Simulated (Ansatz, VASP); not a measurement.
## Y2Os: VASP beside Ansatz

```
Y Os
1.0
     0.00000    4.08988    4.08988
     4.08988    0.00000    4.08988
     4.08988    4.08988    0.00000
Y Os
4 2
Direct
  0.62500 0.62500 0.62500
  0.12500 0.62500 0.62500
  0.62500 0.62500 0.12500
  0.62500 0.12500 0.62500
  0.00000 0.00000 0.00000
  0.25000 0.25000 0.25000
```

Alike in both runs: task single point; functional PBE; k mesh 6 × 6 × 6; occupations gaussian, width 0.1 eV; no spin polarisation.

```csv
,VASP,Ansatz
version,VASP 6.6.1,Ansatz 0.2.0
potentials or method,"VASP PAW PBE potentials, release 64 (Y_sv, Os), cutoff 600 eV","scalar-relativistic, plane waves, PAW"
valence electrons in the cell,60,76
```

|  | VASP | Ansatz | Ansatz less VASP |
| --- | --- | --- | --- |
| gap on the k mesh at the Fermi level (eV) | none | none | - |
| pressure (GPa) | -0.2 | -0.1 | +0.14 |

A gap of «none» marks a metal or a gap that the smearing closes. With one functional, cell and mesh, what is left measures potentials, basis and numerics. VASP's potentials hold 60 valence electrons a cell and Ansatz's 76, so a difference there can come from the potentials and not from the codes.

Spin-orbit coupling is off throughout.
